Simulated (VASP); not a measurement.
A run of VASP 6.6.1:

Contents of POSCAR:

```
SnPbO2
1.0
    3.8682734985      0.0000000000      0.0000000000
    0.0000000000      3.8682734985      0.0000000000
    0.0000000000      0.0000000000      4.8975259038
Pb Sn O
1 1 2
Direct
    0.0000000000      0.0000000000      0.2543065904
    0.5000000000      0.5000000000      0.7752054720
    0.5000000000      0.0000000000     -0.0147560312
    0.0000000000      0.5000000000     -0.0147560312
```

Contents of INCAR.step1:

```
SYSTEM = SnPbO2
ALGO = Normal ; EDIFF = 1E-4
ENCUT = 520 ; GGA = PE
ISMEAR = 0 ; LASPH = .TRUE.
LCHARG = .FALSE. ; LREAL = .FALSE.
LWAVE = .TRUE. ; NBANDS = 28
NELM = 60 ; PREC = Accurate
SIGMA = 0.01
```

The input INCAR.step2:

```
SYSTEM = SnPbO2
ALGO = Normal ; EDIFF = 1E-6
ENCUT = 520 ; ISIF = 2
ISMEAR = 0 ; ISTART = 1
LASPH = .TRUE. ; LCHARG = .FALSE.
LMIXTAU = .TRUE. ; LREAL = .FALSE.
LWAVE = .FALSE. ; METAGGA = R2SCAN
NBANDS = 28 ; NELM = 60
PREC = Accurate ; SIGMA = 0.01
```

File KPOINTS:

```
k-points
0
G
  6 6 6
  0 0 0
```

Potentials or basis: VASP PAW PBE potentials, release 64 (Pb_d, Sn_d, O).

Command:

```console
$ cat potpaw_PBE.64/Pb_d/POTCAR potpaw_PBE.64/Sn_d/POTCAR potpaw_PBE.64/O/POTCAR > POTCAR
$ cp INCAR.step1 INCAR
$ mpirun -np 1 vasp_std > vasp.out
$ cp INCAR.step2 INCAR
$ mpirun -np 1 vasp_std > vasp.out
```

Hardware: 1 thread of Intel(R) Xeon(R) Platinum 8488C (Sapphire Rapids), on a shared host.

Q: Estimate the wall time of this run.

A: Run time: 2.7 min on 1 thread of Intel(R) Xeon(R) Platinum 8488C (Sapphire Rapids), with other jobs on the host, peak memory 0.23 GiB. Counts: k points 40.
